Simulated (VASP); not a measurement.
Here is a VASP 6.6.1 calculation.

Contents of INCAR:

```
SYSTEM = MgH2
PREC     = Accurate       ! precision mode
ENCUT    = 520            ! plane-wave cutoff, eV
EDIFF    = 1E-6           ! SCF threshold, eV
ISMEAR   = 0              ! smearing method
SIGMA    = 0.1            ! smearing width, eV
LREAL    = .False.        ! projectors in reciprocal space
LASPH    = .True.         ! aspherical terms in the spheres
NELM     = 80             ! most SCF steps
ALGO     = Normal         ! electronic algorithm
ISIF     = 2              ! what is computed and relaxed
LWAVE    = .False.        ! write WAVECAR
LCHARG   = .True.         ! write CHGCAR
GGA      = PE             ! functional
LELF     = .True.         ! ELF
LVHAR    = .True.       
NBANDS   = 9              ! bands
```

Contents of KPOINTS:

```
regular mesh
0
Gamma
  4 4 4
  0 0 0
```

Contents of POSCAR:

```
MgH2
1.0
    0.0000000000      2.4579282898      2.4579282898
    2.4579282898      0.0000000000      2.4579282898
    2.4579282898      2.4579282898      0.0000000000
Mg H
1 2
Direct
    0.0000000000      0.0000000000      0.0000000000
    0.7500000000      0.7500000000      0.7500000000
    0.2500000000      0.2500000000      0.2500000000
```

Potentials or basis: VASP PAW PBE potentials, release 64 (Mg, H).

Run with:

```bash
$ cat potpaw_PBE.64/Mg/POTCAR potpaw_PBE.64/H/POTCAR > POTCAR
$ mpirun -np 1 vasp_std > vasp.out
```

(1) What does it give for the band gap on the k mesh?

(2) Predict the pressure.

Answers

(1) zero (band 2 reaches 3.16 eV, above the bottom of band 3 at 2.10 eV).

(2) -5.3 GPa.

Caveat: the k points lie up to 0.55 Å⁻¹ apart.
